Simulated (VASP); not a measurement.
Wanted: the native input for a VASP 6.6.1 run.

```
Task                   : single point
Functional             : PBEsol
Potentials or basis    : VASP PAW PBE potentials, release 64 (Sn_d, Se)
Cutoff                 : 520 eV
k mesh                 : 10 × 10 × 8
Occupations            : gaussian, width 0.1 eV
Spin                   : no spin polarisation
Dipole correction      : no
Further INCAR settings : ALGO = Normal; EDIFF = 1e-06; NBANDS = 28
```

The structure of SnSe lies in POSCAR:

```
SnSe
1.0
    4.5199305843      0.0000000000      0.0000000000
    0.0000000000      4.5199305843      0.0000000000
    0.0000000000      0.0000000000      5.7491805118
Sn Se
2 2
Direct
    0.0000000000      0.5000000000      0.2385000000
    0.5000000000      0.0000000000      0.7615000000
    0.0000000000      0.0000000000      0.0000000000
    0.5000000000      0.5000000000      0.0000000000
```

This cell differs from its parent crystal: O replaced by Se, lengths x 1.158, strained.

The input as run:

INCAR

```
SYSTEM = SnSe
PREC = Accurate
ENCUT = 520
EDIFF = 1E-6
ISMEAR = 0
SIGMA = 0.1
LREAL = .False.
LASPH = .True.
NELM = 100
ALGO = Normal
ISIF = 2
LWAVE = .False.
LCHARG = .False.
GGA = PS
NBANDS = 28
```

KPOINTS

```
Automatic mesh
0
Gamma
  10 10 8
  0 0 0
```

Potentials or basis: VASP PAW PBE potentials, release 64 (Sn_d, Se).

Run with:

```console
$ cat potpaw_PBE.64/Sn_d/POTCAR potpaw_PBE.64/Se/POTCAR > POTCAR
$ mpirun -np 1 vasp_std > vasp.out
```

It gave:

```json
{
  "Pressure": "11.3 GPa",
  "Largest force": "1.856 eV/Å",
  "Band gap on the k mesh": "zero (bands 20 and 21 overlap by 0.80 eV)"
}
```

Caveat: the cell differs from its parent crystal (O replaced by Se, lengths x 1.158, strained); the stress differs along the axes, from 5 to 14 GPa; semilocal functionals underestimate gaps, and a narrow one can read as zero; the PAW data sets were made with another functional, which shifts forces and pressure a little; spin-orbit coupling is left out, which moves the levels of the heavy elements.

Run time: 120 s on 1 thread of Intel(R) Xeon(R) 6975P-C (Granite Rapids) (shared host), peak memory 0.45 GiB.
